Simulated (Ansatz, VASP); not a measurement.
**One calculation of Al3Os, two programs**

```
CELL_PARAMETERS angstrom
-1.94297 1.94297 3.84631
1.94297 -1.94297 3.84631
1.94297 1.94297 -3.84631
ATOMIC_POSITIONS crystal
Al 0.50000 0.50000 0.00000
Al 0.25000 0.75000 0.50000
Al 0.75000 0.25000 0.50000
Os 0.00000 0.00000 0.00000
```

Alike in both runs: functional PBE; k mesh 18 × 18 × 18; occupations gaussian, width 0.1 eV; no spin polarisation.

Ansatz relaxed the structure, and its values are those at the end. VASP's run is a single point on that final structure, the one shown.

|  | VASP | Ansatz |
| --- | --- | --- |
| version | VASP 6.6.1 | Ansatz 0.2.0 |
| potentials or method | VASP PAW PBE potentials, release 64 (Al, Os), cutoff 520 eV | scalar-relativistic, plane waves, PAW |
| valence electrons in the cell | 17 | 25 |

|  | VASP | Ansatz | Ansatz less VASP |
| --- | --- | --- | --- |
| gap on the k mesh at the Fermi level (eV) | none | none | - |
| pressure (GPa) | 0.0 | 0.0 | +0.04 |

A gap of «none» marks a metal or a gap that the smearing closes. With one functional, cell and mesh, what is left measures potentials, basis and numerics. VASP's potentials hold 17 valence electrons a cell and Ansatz's 25, so a difference there can come from the potentials and not from the codes.

Neither program's run includes spin-orbit coupling.
